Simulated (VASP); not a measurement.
## GaAs: relaxation of cell and atoms with r2SCAN

Crystal: GaAs.

```
CELL_PARAMETERS angstrom
0.00000 2.83347 2.83347
2.83347 0.00000 2.83347
2.83347 2.83347 0.00000
ATOMIC_POSITIONS crystal
Ga 0.00000 0.00000 0.00000
As 0.75000 0.75000 0.75000
```

- Program: VASP 6.6.1
- Task: relaxation of cell and atoms
- Functional: r2SCAN
- Potentials or basis: VASP PAW PBE potentials, release 64 (Ga_d, As)
- Cutoff: 600 eV
- k mesh: 8 × 8 × 8
- Occupations: gaussian, width 0.01 eV
- Spin: no spin polarisation
- Target pressure: 7 GPa
- Dipole correction: no
- Further INCAR settings: ALGO = Normal; EDIFF = 1e-06; IBRION = 2; EDIFFG = -0.002; NSW = 100; ISIF = 3

```
Relaxed volume                                             : 21.01 Å³/atom
Relaxed cell                                               : a = 3.902 Å, b = 3.902 Å, c = 3.902 Å, α = 60.00°, β = 60.00°, γ = 60.00°
Space group after relaxing (to 0.1 Å)                      : F-43m (No. 216)
Energy change on relaxing (the run minimises the enthalpy) : +35.3 meV/atom
Ionic steps                                                : 7
Pressure after relaxing                                    : 7.0 GPa
Band gap on the k mesh                                     : 1.59 eV (least direct gap 1.60 eV)
```

Step by step:
```tsv
step	energy change (eV)	largest force (eV/Å)	pressure (GPa)	volume (Å³)
1	0.0000	0.0000	0.08	45.50
2	0.2491	0.0000	14.83	39.33
3	0.0703	0.0000	6.98	42.02
4	0.0732	0.0000	7.17	41.95
5	0.0680	0.0000	6.79	42.07
6	0.0713	0.0000	7.06	41.99
7	0.0706	0.0000	7.00	42.01
```

Final structure:
```xyz
2
Lattice="0.0000 2.7592 2.7592 2.7592 0.0000 2.7592 2.7592 2.7592 0.0000" Properties=species:S:1:pos:R:3 pbc="T T T"
Ga    2.7592    0.0000    2.7592
As    4.1388    4.1388    4.1388
```

Levels at points of the mesh, in eV from the valence-band top:
| k point | band 6 | band 7 | band 8 | band 9 | band 10 | band 11 | band 12 | band 13 |
| --- | --- | --- | --- | --- | --- | --- | --- | --- |
| (0.00, 0.00, 0.00) | -13.78 | 0.00 | 0.00 | 0.00 | 1.60 | 4.05 | 4.05 | 4.05 |
| (0.50, 0.00, 0.00) | -11.68 | -7.25 | -1.30 | -1.30 | 1.59 | 5.00 | 5.00 | 8.38 |
| (0.50, 0.50, 0.00) | -10.80 | -7.37 | -3.05 | -3.05 | 1.61 | 1.90 | 11.48 | 11.48 |

Run time: 2.4 min on 1 thread of Intel(R) Xeon(R) 6975P-C (Granite Rapids), on a shared host, peak memory 0.21 GiB.

Caveat: the cell is relaxed towards a set pressure, so the run minimises the enthalpy, not the energy; the PAW data sets were made with another functional, which shifts forces and pressure a little. A k mesh can miss the band edges.
